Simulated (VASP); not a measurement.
Crystal: Al2Si.

```
Al Si
1.0
     2.76340    0.00000    0.00000
     0.00000    2.76340    0.00000
     0.00000    0.00000    5.70159
Al Si
2 1
Cartesian
  1.3817 1.3817 1.6820
  1.3817 1.3817 4.0196
  0.0000 0.0000 0.0000
```

- Program: VASP 6.6.1
- Task: relaxation of cell and atoms
- Functional: PBE
- Potentials or basis: VASP PAW PBE potentials, release 64 (Al, Si)
- Cutoff: 600 eV
- k mesh: 6 × 6 × 4
- Occupations: gaussian, width 0.1 eV
- Spin: no spin polarisation

At the start: pressure 18.4 GPa; volume 14.51 Å³/atom.

Problem. How do energy, volume and symmetry change on relaxing?

Solution. Over 5 steps the energy falls by 149.9 meV/atom and the volume is 17.28 Å³/atom (+19.1 %); space group P4/mmm (No. 123, to 0.05 Å).

The path:
| step | energy change (eV) | largest force (eV/Å) | pressure (GPa) | volume (Å³) |
| --- | --- | --- | --- | --- |
| 1 | 0.0000 | 0.5928 | 18.43 | 43.54 |
| 2 | -0.4167 | 0.0681 | -3.39 | 54.88 |
| 3 | -0.4484 | 0.0800 | 0.09 | 51.75 |
| 4 | -0.4487 | 0.0800 | -0.21 | 51.99 |
| 5 | -0.4498 | 0.0290 | 0.02 | 51.85 |

Final structure:
```yaml
crystal:
  lattice:
    - [2.88481, 0.00000, 0.00000]
    - [0.00000, 2.88481, 0.00000]
    - [0.00000, 0.00000, 6.23003]
  atoms:
    - { symbol: Al, position: [0.50000, 0.50000, 0.29046] }
    - { symbol: Al, position: [0.50000, 0.50000, 0.70954] }
    - { symbol: Si, position: [0.00000, 0.00000, 0.00000] }
```

Caveat: the k points lie up to 0.36 Å⁻¹ apart in the final cell; the volume moved by over 15 % at a fixed basis, so the end points are rough.
